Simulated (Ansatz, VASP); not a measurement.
One calculation of AgCl, two programs

POSCAR

```
AgCl
1.0
    0.0000000000      2.7451699334      2.7451699334
    2.7451699334      0.0000000000      2.7451699334
    2.7451699334      2.7451699334      0.0000000000
Ag Cl
1 1
Direct
    0.0000000000      0.0000000000      0.0000000000
    0.5000000000      0.5000000000      0.5000000000
```

INCAR.step1

```
ALGO = Normal
EDIFF = 1E-5
ENCUT = 550
GGA = PE
GGA_COMPAT = F
ISMEAR = 0
LASPH = T
LCHARG = F
LREAL = F
LWAVE = T
NBANDS = 16
NELM = 120
PREC = Accurate
SIGMA = 0.01
```

Contents of INCAR.step2:

```
ALGO = Normal
EDIFF = 1E-6
ENCUT = 550
GGA_COMPAT = F
ISIF = 2
ISMEAR = 0
ISTART = 1
LASPH = T
LCHARG = F
LMIXTAU = T
LREAL = F
LWAVE = F
METAGGA = R2SCAN
NBANDS = 16
NELM = 120
PREC = Accurate
SIGMA = 0.01
```

File KPOINTS:

```
k-points
0
Gamma
  6 6 6
```

Input for Ansatz:

```yaml
crystal:
  lattice:
    - [0.0, 2.7451699334, 2.7451699334]
    - [2.7451699334, 0.0, 2.7451699334]
    - [2.7451699334, 2.7451699334, 0.0]
  atoms:
    - { symbol: Ag, position: [0.0, 0.0, 0.0] }
    - { symbol: Cl, position: [0.5, 0.5, 0.5] }
kpoints:
  mp_grid: { grid: [6, 6, 6] }
hamiltonian:
  xc: r2scan
scf:
  occupations: { method: fixed }
  n_extra_bands: 4
output:
  forces: true
  stress: true
  eigenvalues: true
```

Alike in both runs: task single point; functional r2SCAN; k mesh 6 × 6 × 6; no spin polarisation.

|  | VASP | Ansatz |
| --- | --- | --- |
| version | VASP 6.6.1 | Ansatz 0.2.0 |
| potentials or method | VASP PAW PBE potentials, release 64 (Ag, Cl) | plane waves, PAW |
| plane-wave cutoff (eV) | 550 | 500 |
| occupations | gaussian, width 0.01 eV | fixed |
| valence electrons in the cell | 18 | 26 |

|  | VASP | Ansatz | Ansatz less VASP |
| --- | --- | --- | --- |
| gap on the k mesh at the Fermi level (eV) | 1.42 | 1.48 | +0.053 |
| pressure (GPa) | 1.6 | 1.6 | +0.07 |

VASP's potentials were made for PBE, not for r2SCAN. VASP's potentials hold 18 valence electrons a cell and Ansatz's 26, so a difference there can come from the potentials and not from the codes.
